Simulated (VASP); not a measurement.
A run of VASP 6.6.1 is set up as follows.

Contents of INCAR:

```
SYSTEM = LiCl
PREC = Accurate
ENCUT = 750
EDIFF = 1E-6
ISMEAR = -1
SIGMA = 0.15
LREAL = .FALSE.
LASPH = .TRUE.
NELM = 120
ALGO = Normal
ISIF = 2
LWAVE = .FALSE.
LCHARG = .FALSE.
GGA = CA
NBANDS = 12
GGA_COMPAT = .FALSE.
```

Contents of KPOINTS:

```
regular mesh
0
G
  6 6 6
  0 0 0
```

The input POSCAR:

```
LiCl
1.0
    0.0000000000      2.5647700000      2.5647700000
    2.5647700000      0.0000000000      2.5647700000
    2.5647700000      2.5647700000      0.0000000000
Li Cl
1 1
Direct
    0.0000000000      0.0000000000      0.0000000000
    0.5000000000      0.5000000000      0.5000000000
```

Potentials or basis: VASP PAW LDA potentials, release 64 (Li_sv, Cl).

Command:

```sh
$ cat potpaw_LDA.64/Li_sv/POTCAR potpaw_LDA.64/Cl/POTCAR > POTCAR
$ mpirun -np 1 vasp_std > vasp.out
```

Estimate the pressure.

-3.3 GPa.

What does it give for the band gap on the k mesh?

6.00 eV, direct.

A k mesh can miss the band edges.
